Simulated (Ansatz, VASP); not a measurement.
## TaN: VASP beside Ansatz

The input INCAR:

```
SYSTEM = TaN
PREC     = Accurate       ! precision mode
ENCUT    = 520            ! plane-wave cutoff, eV
EDIFF    = 1E-8           ! SCF threshold, eV
ISMEAR   = -1             ! smearing method
SIGMA    = 0.02           ! smearing width, eV
LREAL    = .FALSE.        ! projectors in reciprocal space
LASPH    = .TRUE.         ! aspherical terms in the spheres
NELM     = 80             ! most SCF steps
ALGO     = Normal         ! electronic algorithm
ISIF     = 2              ! what is computed and relaxed
LWAVE    = .FALSE.        ! write WAVECAR
LCHARG   = .FALSE.        ! write CHGCAR
GGA      = PE             ! functional
LEFG     = .TRUE.       
NBANDS   = 15             ! bands
```

The input KPOINTS:

```
regular mesh
0
G
  14 14 14
  0 0 0
```

File POSCAR:

```
TaN
1.0
    0.0000000000      2.1790000000      2.1790000000
    2.1790000000      0.0000000000      2.1790000000
    2.1790000000      2.1790000000      0.0000000000
Ta N
1 1
Direct
    0.5000000000      0.5000000000      0.5000000000
    0.0000000000      0.0000000000      0.0000000000
```

Input for Ansatz:

```yaml
crystal:
  lattice:
    - [0.0, 2.179, 2.179]
    - [2.179, 0.0, 2.179]
    - [2.179, 2.179, 0.0]
  atoms:
    - { symbol: Ta, position: [0.5, 0.5, 0.5] }
    - { symbol: "N", position: [0.0, 0.0, 0.0] }
kpoints:
  mp_grid: { grid: [14, 14, 14] }
  band_path:
    path:
      - [0.0, 0.0, 0.0]
      - [0.5, 0.0, 0.5]
      - [0.625, 0.25, 0.625]
      - [0.375, 0.375, 0.75]
      - [0.0, 0.0, 0.0]
      - [0.5, 0.5, 0.5]
      - [0.5, 0.25, 0.75]
      - [0.5, 0.0, 0.5]
    npoints: 14
scf:
  occupations: { method: fermi_dirac, width: 0.02 }
hamiltonian:
  xc: pbe
  pseudopotentials: { kind: paw }
output:
  forces: true
  stress: true
  eigenvalues: true
  efg: { contact_densities: true }
  populations: true
basis:
  ecutrho_ratio: 9
```

Alike in both runs: task electric field gradients; functional PBE; k mesh 14 × 14 × 14; occupations fermi-dirac, width 0.02 eV; no spin polarisation.

```csv
,VASP,Ansatz
version,VASP 6.6.1,Ansatz 0.2.0
potentials or method,"VASP PAW PBE potentials, release 64 (Ta_pv, N)","PAW with Ansatz's default frozen-core files, scalar-relativistic"
plane-wave cutoff (eV),520,420
valence electrons in the cell,16,18
```

```csv
,VASP,Ansatz,Ansatz less VASP
gap on the k mesh at the Fermi level (eV),none,none,-
pressure (GPa),15.5,14.6,-0.97
```

A gap of «none» marks a metal or a gap that the smearing closes. The functional is the same, so the differences come from potentials, cutoffs and numerics. VASP's potentials hold 16 valence electrons a cell and Ansatz's 18, so a difference there can come from the potentials and not from the codes.

Neither program's run includes spin-orbit coupling.
